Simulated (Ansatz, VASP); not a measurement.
# BN: VASP beside Ansatz

```
CELL_PARAMETERS angstrom
-2.50447 -0.00001 0.00000
0.00002 4.33766 0.00000
1.25223 -2.16883 -7.00918
ATOMIC_POSITIONS crystal
B 0.87672 0.20881 0.75000
B 0.37672 0.70881 0.75000
B 0.12328 0.79119 0.25000
B 0.62328 0.29119 0.25000
N 0.62326 0.95786 0.25000
N 0.12326 0.45786 0.25000
N 0.37674 0.04214 0.75000
N 0.87674 0.54214 0.75000
```

Alike in both runs: functional PBEsol; k mesh 10 × 10 × 10; occupations gaussian, width 0.05 eV; no spin polarisation.

Ansatz relaxed the structure, and its values are those at the end. VASP's run is a single point on that final structure, the one shown.

```csv
,VASP,Ansatz
version,VASP 6.6.1,Ansatz 0.2.0
potentials or method,"VASP PAW PBE potentials, release 64 (B, N), cutoff 520 eV","scalar-relativistic, plane waves, PAW"
valence electrons in the cell,32,32
```

```csv
,VASP,Ansatz,Ansatz less VASP
gap on the k mesh at the Fermi level (eV),4.23,4.24,+0.010
least direct gap on the mesh (eV),4.61,4.61,+0.007
pressure (GPa),0.3,0.0,-0.28
```

VASP's potentials were made for PBE, not for PBEsol.
